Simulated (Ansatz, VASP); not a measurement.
# Two plane-wave programs on CoSi

```xyz
2
Lattice="0.0000 1.8969 1.8969 1.8969 0.0000 1.8969 1.8969 1.8969 0.0000" Properties=species:S:1:pos:R:3 pbc="T T T"
Co    0.0000    0.0000    0.0000
Si    1.8969    1.8969    1.8969
```

Change from the starting cell: volume scaled by 0.55, PAW files.

Alike in both runs: task single point; functional r2SCAN; k mesh 14 × 14 × 14; occupations fermi-dirac, width 0.1 eV; no spin polarisation.

```csv
,VASP,Ansatz
version,VASP 6.6.1,Ansatz 0.2.0
potentials or method,"VASP PAW PBE potentials, release 64 (Co, Si)","PAW with Ansatz's default frozen-core files, scalar-relativistic"
plane-wave cutoff (eV),660,500
valence electrons in the cell,13,21
```

|  | VASP | Ansatz | Ansatz less VASP |
| --- | --- | --- | --- |
| pressure (GPa) | 368.7 | 356.9 | -11.81 |

VASP's potentials were made for PBE, not for r2SCAN. Both programs put the cell under a high pressure, so it lies far from rest at this level. VASP's potentials hold 13 valence electrons a cell and Ansatz's 21, so a difference there can come from the potentials and not from the codes.

Noted on VASP's run: the cell as given lies far from equilibrium.
